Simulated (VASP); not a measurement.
**Cu: single point with HF**

Crystal: Cu.

```xyz
1
Lattice="-0.0044 1.7884 1.8385 1.8229 -0.0175 1.8516 1.7828 1.7614 0.0226" Properties=species:S:1:pos:R:3 pbc="T T T"
Cu    0.0000    0.0000    0.0000
```

```yaml
Program: VASP 6.6.1
Task: single point
Functional: HF
Potentials_or_basis: VASP PAW PBE potentials, release 64 (Cu)
Cutoff: 520 eV
k_mesh: 7 × 6 × 7
Occupations: fermi-dirac, width 0.05 eV
Spin: no spin polarisation
Dipole_correction: no
Grid_for_exact_exchange_PRECFOCK: Normal
Further_INCAR_settings: ALGO = Normal; EDIFF = 1e-06; NBANDS = 12
Share_of_exact_exchange: 1
```

```json
{
 "Pressure": "23.6 GPa",
 "Band gap on the k mesh": "zero (an odd number of electrons rules out a gap without spin polarisation)"
}
```

Stress tensor (GPa, compression positive):
```
23.32  1.83 -0.11
 1.83 25.91 -2.03
-0.11 -2.03 21.59
```

Levels at points of the mesh, in eV from the Fermi level:
```csv
k point,band 3,band 4,band 5,band 6,band 7,band 8
"(0.00, 0.00, 0.00)",-10.62,-10.46,-9.77,-9.65,29.62,32.72
"(0.00, 0.50, 0.00)",-10.54,-8.83,-8.66,-1.53,8.18,28.07
```

Wall time 120 min on 1 thread of Intel(R) Xeon(R) Platinum 8259CL CPU @ 2.50GHz (Skylake/Cascade Lake), on a shared host, peak memory 0.15 GiB.

Caveat: the k points lie up to 0.50 Å⁻¹ apart, too coarse for converged energies and pressures of a metal; the PAW data sets were made with another functional, which shifts forces and pressure a little.
